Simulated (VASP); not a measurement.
InPt3C, 5 atoms in the cell. Symmetry: Pm-3m, No. 221, cubic system. Conventional cell: a = 4.201 Å, b = 4.201 Å, c = 4.201 Å, α = 90.00°, β = 90.00°, γ = 90.00°. In (site symmetry m-3m) has 12 Pt at 2.97 Å and 8 C at 3.64 Å within 3.9 Å. Pt (site symmetry 4/mmm) has 2 C at 2.10 Å within 2.8 Å. C (site symmetry m-3m) has 6 Pt at 2.10 Å within 2.8 Å. 

| Quantity | Value |
| --- | --- |
| Program | VASP 6.6.1 |
| Task | single point |
| Functional | PBE |
| Potentials or basis | VASP PAW PBE potentials, release 64 (In_d, Pt, C) |
| Cutoff | 520 eV |
| k mesh | 6 × 6 × 6 |
| Occupations | gaussian, width 0.1 eV |
| Spin | no spin polarisation |
| Dipole correction | no |
| Further INCAR settings | ALGO = Normal; EDIFF = 1e-06; NBANDS = 32 |

Potentials or basis: VASP PAW PBE potentials, release 64 (In_d, Pt, C).

Command:

```bash
$ cat potpaw_PBE.64/In_d/POTCAR potpaw_PBE.64/Pt/POTCAR potpaw_PBE.64/C/POTCAR > POTCAR
$ mpirun -np 1 vasp_std > vasp.out
```

Hardware: 1 thread of Intel(R) Xeon(R) Platinum 8259CL CPU @ 2.50GHz (Skylake/Cascade Lake) (shared host).

Estimate the wall time of this run.

Run time: 31 s on 1 thread of Intel(R) Xeon(R) Platinum 8259CL CPU @ 2.50GHz (Skylake/Cascade Lake), on a shared host, peak memory 0.2 GiB. Counts: scf iterations 13, k points 20.
